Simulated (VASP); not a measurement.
**BaTiO3: single point with PBE**

Crystal: BaTiO3.

```
Ba Ti O
1.0
     3.98443    0.00000    0.00000
     0.00000    3.98443    0.00000
     0.00000    0.00000    4.33008
Ba Ti O
1 1 3
Direct
  0.00000 0.00000 0.97964
  0.50000 0.50000 0.46560
  0.50000 0.50000 0.05096
  0.50000 0.00000 0.52340
  0.00000 0.50000 0.52340
```

| Quantity | Value |
| --- | --- |
| Program | VASP 6.6.1 |
| Task | single point |
| Functional | PBE |
| Potentials or basis | VASP PAW PBE potentials, release 64 (Ba_sv, Ti_sv, O) |
| Cutoff | 520 eV |
| k mesh | 8 × 8 × 8 |
| Occupations | gaussian, width 0.02 eV |
| Spin | no spin polarisation |
| Dipole correction | no |
| Further INCAR settings | ALGO = Normal; EDIFF = 1e-07; NBANDS = 28 |

```
Pressure               : -0.6 GPa
Largest force          : 0.100 eV/Å
Band gap on the k mesh : 1.79 eV (least direct gap 2.43 eV)
```

Forces on the atoms (eV/Å):
```
Ba   0.000  0.000  0.064
Ti   0.000  0.000  0.100
O    0.000  0.000 -0.093
O    0.000  0.000 -0.035
O    0.000  0.000 -0.035
```

Stress tensor (GPa, compression positive):
```
-0.66  0.00  0.00
 0.00 -0.66  0.00
 0.00  0.00 -0.52
```

Levels at points of the mesh, in eV from the valence-band top:
| k point | band 16 | band 17 | band 18 | band 19 | band 20 | band 21 | band 22 | band 23 | band 24 | band 25 |
| --- | --- | --- | --- | --- | --- | --- | --- | --- | --- | --- |
| (0.00, 0.00, 0.00) | -1.99 | -1.43 | -1.27 | -0.64 | -0.64 | 1.79 | 2.63 | 2.63 | 3.94 | 4.22 |
| (0.50, 0.00, 0.00) | -2.02 | -2.00 | -1.87 | -1.73 | -1.62 | 2.66 | 3.34 | 3.47 | 4.03 | 5.23 |
| (0.50, 0.50, 0.00) | -3.12 | -2.21 | -1.22 | -1.22 | -0.05 | 3.51 | 3.51 | 3.72 | 3.85 | 7.24 |
| (0.00, 0.00, 0.50) | -2.30 | -2.14 | -2.01 | -0.75 | -0.75 | 1.89 | 3.37 | 3.37 | 3.99 | 5.68 |
| (0.50, 0.00, 0.50) | -2.55 | -1.94 | -1.34 | -1.20 | -0.70 | 3.38 | 3.40 | 3.54 | 4.69 | 6.59 |
| (0.50, 0.50, 0.50) | -2.73 | -2.73 | -0.67 | -0.67 | 0.00 | 3.79 | 3.79 | 3.95 | 5.57 | 6.16 |

Run time: 2.5 min on 1 thread of Intel(R) Xeon(R) Platinum 8488C (Sapphire Rapids) (shared host), peak memory 0.28 GiB.

Caveat: spin-orbit coupling is left out, which moves the levels of the heavy elements. A k mesh can miss the band edges.
